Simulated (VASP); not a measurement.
# O2 in VASP: further runs

The runs below take O2 through single point, relaxation of the atoms, with PBE.

Everything below comes from runs of VASP 6.6.1. Logs are shortened: lines on timing, memory, paths and dates and some standing lists are left out, and cuts for length are marked.

### 1 The cell of the first run

The cell holds a molecule in a box, 2 atoms: a = 9.000 Å, b = 9.500 Å, c = 10.000 Å, α = 90.00°, β = 90.00°, γ = 90.00°.

### 2 Single point, PBE, collinear spin, ferromagnetic start

INCAR reads:

```
PREC     = Accurate       # precision mode
ENCUT    = 520            # plane-wave cutoff, eV
EDIFF    = 1E-6           # SCF threshold, eV
ISMEAR   = 1              # smearing method
SIGMA    = 0.02           # smearing width, eV
LREAL    = F              # projectors in reciprocal space
LASPH    = T              # aspherical terms in the spheres
NELM     = 150            # most SCF steps
ALGO     = Normal         # electronic algorithm
ISIF     = 2              # what is computed and relaxed
LWAVE    = F              # write WAVECAR
LCHARG   = T              # write CHGCAR
ISPIN    = 2              # spin polarisation
MAGMOM   = 1 1            # initial moments
LORBIT   = 11             # projections on sites
GGA      = PE             # functional
LELF     = T              # ELF
LVHAR    = T            
NBANDS   = 17             # bands
```

KPOINTS reads:

```
regular mesh
0
Gamma
  1 1 1
```

POSCAR reads:

```
O
1.0
    9.0000000000      0.0000000000      0.0000000000
    0.0000000000      9.5000000000      0.0000000000
    0.0000000000      0.0000000000     10.0000000000
O
2
Direct
    0.5000000000      0.5000000000      0.4391083676
    0.5000000000      0.5000000000      0.5608916324
```

Potentials or basis: VASP PAW PBE potentials, release 64 (O).

On the command line:

```console
cat potpaw_PBE.64/O/POTCAR > POTCAR
mpirun -np 1 vasp_gam > vasp.out
```

OUTCAR:

```text
PREC = Accurate
   ENCUT = 520
   EDIFF = 1E-6
   ISMEAR = 1
   LREAL = F
   LASPH = T
   NELM = 150
   ISIF = 2
   ISPIN = 2
   LORBIT = 11
   GGA = PE

 ion  position               nearest neighbor table
   1  0.500  0.500  0.439-   2 1.22
   2  0.500  0.500  0.561-   1 1.22

  LATTYP: Found a simple orthorhombic cell.
 ALAT       =     9.0000000000
 B/A-ratio  =     1.0555555556
 C/A-ratio  =     1.1111111111

  Lattice vectors:

 A1 = (   9.0000000000,   0.0000000000,   0.0000000000)
 A2 = (   0.0000000000,   9.5000000000,   0.0000000000)
 A3 = (   0.0000000000,   0.0000000000,  10.0000000000)

Analysis of symmetry for initial positions (statically):
=====================================================================
 Subroutine PRICEL returns:
 Original cell was already a primitive cell.

 Routine SETGRP: Setting up the symmetry group for a
 simple orthorhombic supercell.

 Subroutine GETGRP returns: Found  8 space group operations
 (whereof  8 operations were pure point group operations)
 out of a pool of  8 trial point group operations.

The static configuration has the point symmetry D_2h.

Analysis of symmetry for dynamics (positions and initial velocities):
=====================================================================
 Subroutine PRICEL returns:
 Original cell was already a primitive cell.

 Routine SETGRP: Setting up the symmetry group for a
 simple orthorhombic supercell.

 Subroutine GETGRP returns: Found  8 space group operations
 (whereof  8 operations were pure point group operations)
 out of a pool of  8 trial point group operations.

The dynamic configuration has the point symmetry D_2h.

Analysis of structural, dynamic, and magnetic symmetry:
=====================================================================
 Subroutine PRICEL returns:
 Original cell was already a primitive cell.

 Routine SETGRP: Setting up the symmetry group for a
 simple orthorhombic supercell.

 Subroutine GETGRP returns: Found  8 space group operations
 (whereof  8 operations were pure point group operations)
 out of a pool of  8 trial point group operations.

The overall configuration has the point symmetry D_2h.

 Subroutine INISYM returns: Found  8 space group operations
 (whereof  8 operations are pure point group operations),
 and found     1 'primitive' translations

----------------------------------------------------------------------------------------

[... 90 lines left out ...]
  Fermi-wavevector in a.u.,A,eV,Ry     =   0.394893  0.746240  2.121703  0.155941
  Thomas-Fermi vector in A             =   1.339966
   LORBIT       =     11    0 simple, 1 ext, 2 COOP (PROOUT), +10 PAW based schemes
   GGA     = PE    functional components
   LHFCALC =     F    Hartree Fock is set to
   AEXX    =    0.0000 exact exchange contribution
   IVDW    =     0    specifies the selected vdW correction
   LEPSILON=     F    determine dielectric tensor
   LRPA    =     F    only Hartree local field effects (RPA)
 spin polarized calculation
 Methfessel and Paxton  Order N= 1 SIGMA  =   0.02
  energy-cutoff  :      520.00
  volume of cell :      855.00
 maximum number of plane-waves:     11510
 NGX is ok and might be reduce to    70
   NGX = 33   NGY = 35   NGZ = 37

 number of electron      12.0000002 magnetization       2.0000001

 Free energy of the ion-electron system (eV)
  ---------------------------------------------------
  ext. energy  EPLUGINS =         0.00000000
  ---------------------------------------------------
  free energy    TOTEN  =        -9.87447351 eV

  energy without entropy =       -9.87563311  energy(sigma->0) =       -9.87486005

 E-fermi :  -6.7301     XC(G=0):  -0.6395

 val. band max:       -6.7469063281   @ k =   0.0000   0.0000   0.0000
 cond. band min:      -4.4398893168   @ k =   0.0000   0.0000   0.0000
 fundamental gap:      2.3070170112
 Fermi energy:        -6.7301093512

 spin component 1

 k-point     1 :       0.0000    0.0000    0.0000
  band No.  band energies     occupation
      1     -32.7199      1.00000
      2     -20.4122      1.00000
      3     -13.3186      1.00000
      4     -13.3139      1.00000
      5     -13.3138      1.00000
      6      -6.7470      1.00045
[... 9 lines left out ...]
     16       2.7670      0.00000
     17       2.8583      0.00000
 Fermi energy:        -6.7301093512

 spin component 2

 k-point     1 :       0.0000    0.0000    0.0000
  band No.  band energies     occupation
      1     -31.5168      1.00000
      2     -18.6172      1.00000
      3     -12.4132      1.00000
      4     -11.4514      1.00000
      5     -11.4503      1.00000
      6      -4.4399      0.00000
[... 9 lines left out ...]
     16       2.9426      0.00000
     17       2.9580      0.00000

------------------------ aborting loop because EDIFF is reached ----------------------------------------

  FORCE on cell =-STRESS in cart. coord.  units (eV):
  Direction    XX          YY          ZZ          XY          YZ          ZX
  --------------------------------------------------------------------------------------
  -------------------------------------------------------------------------------------
  Total       -0.0681593     -0.0675203      1.3513331     -0.0000000      0.0000000      0.0000000
  in kB       -0.1277232     -0.1265257      2.5322518     -0.0000000      0.0000000      0.0000000
  external PRESSURE =       0.7593343 kB  Pullay stress =       0.0000000 kB

 VOLUME and BASIS-vectors are now :
 -----------------------------------------------------------------------------
  energy-cutoff  :      520.00
  volume of cell :      855.00
      direct lattice vectors                 reciprocal lattice vectors
     9.000000000  0.000000000  0.000000000     0.111111111  0.000000000  0.000000000
     0.000000000  9.500000000  0.000000000     0.000000000  0.105263158  0.000000000
     0.000000000  0.000000000 10.000000000     0.000000000  0.000000000  0.100000000

 POSITION                                       TOTAL-FORCE (eV/Angst)
 -----------------------------------------------------------------------------------
      4.50000      4.75000      4.39108         0.000000      0.000000     -1.172849
      4.50000      4.75000      5.60892         0.000000      0.000000      1.172849
 -----------------------------------------------------------------------------------
    total drift:                                0.000000      0.000000      0.000000

  FREE ENERGIE OF THE ION-ELECTRON SYSTEM (eV)
  ---------------------------------------------------
  free  energy   TOTEN  =        -9.8744735123 eV

  energy  without entropy=       -9.8756331116  energy(sigma->0) =       -9.87486005

 total charge

# of ion       s       p       d       tot
------------------------------------------
    1        1.612   3.299   0.000   4.910
    2        1.612   3.299   0.000   4.910
--------------------------------------------------
tot          3.223   6.597   0.000   9.821

 magnetization (x)

# of ion       s       p       d       tot
------------------------------------------
    1        0.010   0.798   0.000   0.808
    2        0.010   0.798   0.000   0.808
--------------------------------------------------
tot          0.020   1.597   0.000   1.617
```

OSZICAR:

```text
N       E                     dE             d eps       ncg     rms          rms(c)
DAV:   1     0.128972196325E+03    0.12897E+03   -0.32752E+03    84   0.419E+02
DAV:   2     0.227834197128E+02   -0.10619E+03   -0.94014E+02   110   0.857E+01
[... 15 lines left out ...]
DAV:  18    -0.987442092055E+01   -0.63476E-04   -0.16334E-06    69   0.476E-03    0.169E-03
DAV:  19    -0.987444714793E+01   -0.26227E-04   -0.60696E-07    69   0.345E-03    0.197E-03
DAV:  20    -0.987446043333E+01   -0.13285E-04   -0.26751E-07    76   0.209E-03    0.164E-03
DAV:  21    -0.987446983199E+01   -0.93987E-05   -0.22421E-07    77   0.193E-03    0.909E-04
DAV:  22    -0.987447252454E+01   -0.26926E-05   -0.47528E-08    77   0.947E-04    0.721E-04
DAV:  23    -0.987447351226E+01   -0.98772E-06   -0.21292E-08    85   0.656E-04
   1 F= -.98744735E+01 E0= -.98748600E+01  d E =0.115960E-02  mag=     2.0000
```

stdout:

```text
POSCAR found type information on POSCAR O
 POSCAR found :  1 types and       2 ions
 scaLAPACK will be used
 LDA part: xc-table for (Slater+PW92), standard interpolation
 POSCAR, INCAR and KPOINTS ok, starting setup
 FFT: planning ... GRIDC
 FFT: planning ... GRID_SOFT
 FFT: planning ... GRID
 WAVECAR not read
 entering main loop
```

Wall time 4.2 min (1 thread of Intel Xeon 8259CL, shared host); peak memory 1 GiB.

Results:

```yaml
Free_energy: -9.8745 eV
Largest_force: 1.173 eV/Å
Gap_between_the_frontier_levels: 2.31 eV
Net_moment: 2.00 μB per cell
Site_moments: O +0.81 μB
Valence_electrons_inside_the_program's_atomic_spheres: O 4.91
```

Forces on the atoms (eV/Å):
```
O    0.000  0.000 -1.173
O    0.000  0.000  1.173
```

Caveat: the standard files for N, O and F lose accuracy on very short bonds.

### 3 Relaxation of the atoms, PBE, collinear spin, ferromagnetic start

INCAR reads:

```
PREC = Accurate ; ENCUT = 520
EDIFF = 1E-7 ; ISMEAR = 1
SIGMA = 0.02 ; LREAL = F
LASPH = T ; NELM = 150
ALGO = Normal ; ISIF = 2
LWAVE = F ; LCHARG = F
ISPIN = 2 ; MAGMOM = 1 1
LORBIT = 11 ; GGA = PE
IBRION = 2 ; NSW = 60
EDIFFG = -0.02
```

KPOINTS is that of step 2.

POSCAR reads:

```
O
1.0
    9.0000000000      0.0000000000      0.0000000000
    0.0000000000      9.5000000000      0.0000000000
    0.0000000000      0.0000000000     10.0000000000
O
2
Direct
    0.5000000000      0.5000000000      0.4385000000
    0.5000000000      0.5000000000      0.5615000000
```

Potentials or basis: VASP PAW PBE potentials, release 64 (O).

On the command line:

```console
cat potpaw_PBE.64/O/POTCAR > POTCAR
mpirun -np 1 vasp_gam > vasp.out
```

Wall time 9.3 min (1 thread of Intel Xeon 8259CL, shared host); peak memory 1.1 GiB.

It converged, with:

```
Free energy                                           : -9.8833 eV
Energy gained by relaxing                             : 0.2 meV/atom
Ionic steps                                           : 3
Gap between the frontier levels                       : 2.30 eV
Net moment                                            : 2.00 μB per cell
Site moments                                          : O +0.81 μB
Valence electrons inside the program's atomic spheres : O 4.89
```

Step by step:
```csv
step,energy change (eV),largest force (eV/Å),pressure (GPa)
1,0.0000,0.2322,0.00
2,0.0123,1.2911,-0.11
3,-0.0004,0.0004,-0.01
```

Final structure:
```
O
1.0
     9.00000    0.00000    0.00000
     0.00000    9.50000    0.00000
     0.00000    0.00000   10.00000
O
2
Cartesian
  4.5000 4.7500 4.3834
  4.5000 4.7500 5.6166
```

Levels at points of the mesh, in eV from the valence-band top:
Spin up:
```csv
k point,band 4,band 5,band 6,band 7,band 8,band 9,band 10,band 11
"(0.00, 0.00, 0.00)",-6.31,-6.31,0.00,0.00,6.54,7.67,8.10,8.11
```
Spin down:
```csv
k point,band 1,band 2,band 3,band 4,band 5,band 6,band 7,band 8,band 9,band 10
"(0.00, 0.00, 0.00)",-24.32,-11.88,-5.52,-4.45,-4.45,2.30,2.30,6.66,7.94,8.17
```

Caveat: the standard files for N, O and F lose accuracy on very short bonds.
